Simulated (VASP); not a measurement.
Here is a VASP 6.6.1 calculation.

Contents of INCAR:

```
SYSTEM = BP
  ALGO = Normal
  EDIFF = 1E-6
  ENCUT = 520
  GGA = RP
  ISIF = 2
  ISMEAR = 0
  LASPH = .TRUE.
  LCHARG = .FALSE.
  LREAL = .FALSE.
  LWAVE = .FALSE.
  NBANDS = 11
  NELM = 80
  PREC = Accurate
  SIGMA = 0.05
```

KPOINTS

```
k-points
0
G
  8 8 8
  0 0 0
```

POSCAR

```
BP
1.0
    0.0000000000      2.2690012231      2.2690012231
    2.2690012231      0.0000000000      2.2690012231
    2.2690012231      2.2690012231      0.0000000000
B P
1 1
Direct
    0.0000000000      0.0000000000      0.0000000000
    0.7500000000      0.7500000000      0.7500000000
```

Potentials or basis: VASP PAW PBE potentials, release 64 (B, P).

Run with:

```console
$ cat potpaw_PBE.64/B/POTCAR potpaw_PBE.64/P/POTCAR > POTCAR
$ mpirun -np 1 vasp_std > vasp.out
```

(1) What does it give for the band gap on the k mesh?

(2) What does it give for the pressure?

Results:

(1) 1.28 eV, indirect (least direct gap 3.39 eV).

(2) 3.5 GPa.

Caveat: the PAW data sets were made with another functional, which shifts forces and pressure a little.
